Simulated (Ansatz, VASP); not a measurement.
# Two plane-wave programs on NbP

Contents of INCAR:

```
PREC = Accurate ; ENCUT = 520
EDIFF = 1E-6 ; ISMEAR = -1
SIGMA = 0.05 ; LREAL = F
LASPH = T ; NELM = 60
ALGO = Normal ; ISIF = 2
LWAVE = F ; LCHARG = F
GGA = PE ; NBANDS = 26
```

KPOINTS

```
regular mesh
0
Gamma
  11 11 11
```

The input POSCAR:

```
NbP
1.0
   -1.7077732268      1.7077732268      5.8526878982
    1.7077732268     -1.7077732268      5.8526878982
    1.7077732268      1.7077732268     -5.8526878982
Nb P
2 2
Direct
    0.2498808000      0.7498808000      0.5000000000
    0.4998808000      0.4998808000      0.0000000000
    0.8327477700      0.3327477700      0.5000000000
    0.0827477700      0.0827477700      0.0000000000
```

The input input.yaml:

```yaml
crystal:
  lattice:
    - [-1.7077732268, 1.7077732268, 5.8526878982]
    - [1.7077732268, -1.7077732268, 5.8526878982]
    - [1.7077732268, 1.7077732268, -5.8526878982]
  atoms:
    - { symbol: Nb, position: [0.2498808, 0.7498808, 0.5] }
    - { symbol: Nb, position: [0.4998808, 0.4998808, 0.0] }
    - { symbol: P, position: [0.83274777, 0.33274777, 0.5] }
    - { symbol: P, position: [0.08274777, 0.08274777, 0.0] }
hamiltonian:
  xc: pbe
  pseudopotentials: { kind: paw, azcp: { folder: soft_1 } }
kpoints:
  mp_grid: { grid: [11, 11, 11] }
scf:
  occupations: { method: fermi_dirac, width: 0.05 }
output:
  forces: true
  stress: true
  eigenvalues: true
```

Alike in both runs: task single point; functional PBE; k mesh 11 × 11 × 11; occupations fermi-dirac, width 0.05 eV; no spin polarisation.

```csv
,VASP,Ansatz
version,VASP 6.6.1,Ansatz 0.2.0
potentials or method,"VASP PAW PBE potentials, release 64 (Nb_sv, P)",Ansatz PAW soft_1
plane-wave cutoff (eV),520,420
valence electrons in the cell,36,36
```

VASP gave:

```
gap on the k mesh at the Fermi level (eV)                     : none
pressure (GPa)                                                : -10.9
traceless stress, the component that is largest in VASP (GPa) : 0.75
```

**Question.** Estimate Ansatz's values.

**Answer.** gap on the k mesh at the Fermi level (eV): none; pressure (GPa): -10.6; traceless stress, the component that is largest in VASP (GPa): 0.73.

A gap of «none» marks a metal or a gap that the smearing closes. The functional is the same, so the differences come from potentials, cutoffs and numerics.
